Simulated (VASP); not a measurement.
Input of a VASP 6.6.1 run:

INCAR

```
SYSTEM = KNi
PREC     = Accurate       ! precision mode
ENCUT    = 600            ! plane-wave cutoff, eV
EDIFF    = 1E-6           ! SCF threshold, eV
ISMEAR   = -1             ! smearing method
SIGMA    = 0.1            ! smearing width, eV
LREAL    = .False.        ! projectors in reciprocal space
LASPH    = .True.         ! aspherical terms in the spheres
NELM     = 200            ! most SCF steps
ALGO     = Normal         ! electronic algorithm
ISIF     = 2              ! what is computed and relaxed
LWAVE    = .False.        ! write WAVECAR
LCHARG   = .True.         ! write CHGCAR
ISPIN    = 2              ! spin polarisation
MAGMOM   = 0 1            ! initial moments
LORBIT   = 11             ! projections on sites
LMAXMIX  = 4              ! l up to which the mixer works
GGA      = PS             ! functional
LELF     = .True.         ! ELF
LVHAR    = .True.       
NBANDS   = 20             ! bands
GGA_COMPAT= .False.
```

File KPOINTS:

```
Automatic mesh
0
Gamma
  7 7 4
  0 0 0
```

Contents of POSCAR:

```
KNi
1.0
    1.7013621700     -2.5228978400      0.0000000000
    1.7013621700      2.5228978400      0.0000000000
    0.0000000000      0.0000000000      4.8590734500
K Ni
1 1
Direct
    0.4966060000      0.5126130000      0.4991700000
    0.0022720000     -0.0059750000     -0.0019510000
```

Potentials or basis: VASP PAW PBE potentials, release 64 (K_sv, Ni).

Launch:

```console
$ cat potpaw_PBE.64/K_sv/POTCAR potpaw_PBE.64/Ni/POTCAR > POTCAR
$ mpirun -np 1 vasp_std > vasp.out
```

Problem. Predict the largest force.

Solution. 0.029 eV/Å.

Problem. Estimate the pressure.

Solution. -1.0 GPa.

Problem. Estimate the site moments.

Solution. K -0.00; Ni +0.13 μB.

Problem. Estimate the net moment.

Solution. 0.12 μB per cell.

Forces in eV/Å, atoms in the order of the input:
```
K   -0.021 -0.008 -0.017
Ni   0.021  0.008  0.017
```

Caveat: the stress differs along the axes, from -5 to 2 GPa; the PAW data sets were made with another functional, which shifts forces and pressure a little.
